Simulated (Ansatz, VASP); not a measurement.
KF: VASP beside Ansatz

INCAR

```
PREC     = Accurate       # precision mode
ENCUT    = 520            # plane-wave cutoff, eV
EDIFF    = 1E-6           # SCF threshold, eV
ISMEAR   = 0              # smearing method
SIGMA    = 0.05           # smearing width, eV
LREAL    = F              # projectors in reciprocal space
LASPH    = T              # aspherical terms in the spheres
NELM     = 80             # most SCF steps
ALGO     = Normal         # electronic algorithm
ISIF     = 2              # what is computed and relaxed
LWAVE    = F              # write WAVECAR
LCHARG   = T              # write CHGCAR
LELF     = T              # ELF
LVHAR    = T            
NBANDS   = 15             # bands
```

Contents of KPOINTS:

```
regular mesh
0
Gamma
  8 8 8
```

POSCAR

```
KF
1.0
    0.0856728651      2.6923523313      2.6923523313
    2.6923523313      0.0856728651      2.6923523313
    2.6923523313      2.6923523313      0.0856728651
K F
1 1
Direct
    0.0000000000      0.0000000000      0.0000000000
    0.5000000000      0.5000000000      0.5000000000
```

Input for Ansatz:

```yaml
crystal:
  lattice:
    - [0.0856728651, 2.6923523313, 2.6923523313]
    - [2.6923523313, 0.0856728651, 2.6923523313]
    - [2.6923523313, 2.6923523313, 0.0856728651]
  atoms:
    - { symbol: K, position: [0.0, 0.0, 0.0] }
    - { symbol: F, position: [0.5, 0.5, 0.5] }
basis:
  ecutwfc: 520.0
kpoints:
  mp_grid: { grid: [8, 8, 8] }
hamiltonian:
  xc: lda
scf:
  occupations: { method: gaussian, width: 0.05 }
output:
  forces: true
  stress: true
  eigenvalues: true
  write_density: true
  write_potential: true
  elf: true
  volumetric_format: npy
```

Alike in both runs: task single point; functional LDA; k mesh 8 × 8 × 8; occupations gaussian, width 0.05 eV; no spin polarisation.

|  | VASP | Ansatz |
| --- | --- | --- |
| version | VASP 6.6.1 | Ansatz 0.2.0 |
| potentials or method | VASP PAW LDA potentials, release 64 (K_sv, F), cutoff 520 eV | scalar-relativistic, plane waves, PAW |
| valence electrons in the cell | 16 | 16 |

Ansatz gave:

```
gap on the k mesh at the Fermi level (eV)                     : 5.91
least direct gap on the mesh (eV)                             : 5.91
pressure (GPa)                                                : -2.8
traceless stress, the component that is largest in VASP (GPa) : -0.53
```

Problem. Which values does VASP return?

Solution. gap on the k mesh at the Fermi level (eV): 5.90; least direct gap on the mesh (eV): 5.90; pressure (GPa): -2.7; traceless stress, the component that is largest in VASP (GPa): -0.52.

LDA's correlation is that of Perdew and Zunger in VASP and of Perdew and Wang (1992) in Ansatz.
